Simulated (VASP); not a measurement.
WS2, 3 atoms in the cell. The structure is cubic, space group Fm-3m (No. 225). The conventional cell has a = 5.958 Å, b = 5.958 Å, c = 5.958 Å, α = 90.00°, β = 90.00°, γ = 90.00°. Within 3.4 Å of W (site symmetry m-3m) lie 8 S at 2.58 Å. S (site symmetry -43m) has 4 W at 2.58 Å and 6 S at 2.98 Å within 3.4 Å.  This cell differs from its parent crystal: atoms taken out.

| Quantity | Value |
| --- | --- |
| Program | VASP 6.6.1 |
| Task | single point |
| Functional | PBE |
| Potentials or basis | VASP PAW PBE potentials, release 64 (W_sv, S) |
| Cutoff | 520 eV |
| k mesh | 6 × 6 × 6 |
| Occupations | gaussian, width 0.1 eV |
| Spin | collinear spin |
| Starting moments | [1.31, 0.0, 0.0] μB |
| Dipole correction | no |
| Further INCAR settings | ALGO = Normal; EDIFF = 1e-06; NBANDS = 24 |

Potentials or basis: VASP PAW PBE potentials, release 64 (W_sv, S).

Run with:

```sh
$ cat potpaw_PBE.64/W_sv/POTCAR potpaw_PBE.64/S/POTCAR > POTCAR
$ mpirun -np 1 vasp_std > vasp.out
```

Hardware: 1 thread of AMD EPYC 7R43 64-Core Processor (Zen 3), with other jobs on the host.

Problem. Estimate the wall time of this run.

Solution. Run time: 56 s on 1 thread of AMD EPYC 7R43 64-Core Processor (Zen 3), on a shared host, peak memory 0.18 GiB. Counts: scf iterations 15, k points 16.
